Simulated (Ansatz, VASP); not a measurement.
## Ga in VASP and in Ansatz

Contents of INCAR:

```
ALGO = Fast
EDIFF = 1E-6
ENCUT = 520
GGA = PE
ISIF = 2
ISMEAR = 0
LASPH = True
LCHARG = False
LREAL = False
LWAVE = False
NBANDS = 20
NELM = 80
PREC = Accurate
SIGMA = 0.15
```

Contents of KPOINTS:

```
k-points
0
Gamma
  18 18 16
```

Contents of POSCAR:

```
Ga
1.0
    1.4500000000     -4.0650000000      0.0000000000
    1.4500000000      4.0650000000      0.0000000000
    0.0000000000      0.0000000000      3.1700000000
Ga
2
Direct
    0.8670000000      0.1330000000      0.2500000000
    0.1330000000      0.8670000000      0.7500000000
```

Input for Ansatz:

```yaml
crystal:
  lattice:
    - [1.45, -4.065, 0.0]
    - [1.45, 4.065, 0.0]
    - [0.0, 0.0, 3.17]
  atoms:
    - { symbol: Ga, position: [0.867, 0.133, 0.25] }
    - { symbol: Ga, position: [0.133, 0.867, 0.75] }
basis:
  ecutwfc: 420
kpoints:
  mp_grid: { grid: [18, 18, 16] }
hamiltonian:
  xc: pbe
scf:
  occupations: { method: gaussian, width: 0.15 }
output:
  forces: true
  stress: true
  eigenvalues: true
  write_density: true
  write_potential: true
  elf: true
  volumetric_format: npy
```

Alike in both runs: task single point; functional PBE; k mesh 18 × 18 × 16; occupations gaussian, width 0.15 eV; no spin polarisation.

|  | VASP | Ansatz |
| --- | --- | --- |
| version | VASP 6.6.1 | Ansatz 0.2.0 |
| potentials or method | VASP PAW PBE potentials, release 64 (Ga_d), cutoff 520 eV | scalar-relativistic, plane waves, PAW |
| valence electrons in the cell | 26 | 26 |

```csv
,VASP,Ansatz,Ansatz less VASP
gap on the k mesh at the Fermi level (eV),none,none,-
pressure (GPa),1.8,1.6,-0.12
"traceless stress, the component that is largest in VASP (GPa)",-2.14,-2.12,+0.018
rms of the force components (eV/Å),0.118,0.116,-0.0021
```

Atom by atom the forces differ by 0.002 eV/Å (rms over components). A gap of «none» marks a metal or a gap that the smearing closes.
